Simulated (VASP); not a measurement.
Input of a VASP 6.6.1 run:

The input INCAR:

```
SYSTEM = BaHg
PREC = Accurate ; ENCUT = 520
EDIFF = 1E-6 ; ISMEAR = -1
SIGMA = 0.02 ; LREAL = .FALSE.
LASPH = .TRUE. ; NELM = 100
ALGO = Normal ; ISIF = 2
LWAVE = .FALSE. ; LCHARG = .FALSE.
NBANDS = 18
```

Contents of KPOINTS:

```
Automatic mesh
0
G
  7 7 7
  0 0 0
```

POSCAR

```
BaHg
1.0
    4.1507137858      0.0000000000      0.0000000000
    0.0000000000      4.1507137858      0.0000000000
    0.0000000000      0.0000000000      4.1507137858
Ba Hg
1 1
Direct
    0.0000000000      0.0000000000      0.0000000000
    0.5000000000      0.5000000000      0.5000000000
```

Potentials or basis: VASP PAW LDA potentials, release 64 (Ba_sv, Hg).

The run is started by

```sh
$ cat potpaw_LDA.64/Ba_sv/POTCAR potpaw_LDA.64/Hg/POTCAR > POTCAR
$ mpirun -np 1 vasp_std > vasp.out
```

Predict the band gap on the k mesh.

zero (band 11 reaches 3.33 eV, above the bottom of band 12 at 1.39 eV).

Predict the pressure.

-2.1 GPa.

Caveat: spin-orbit coupling is left out, which moves the levels of the heavy elements.
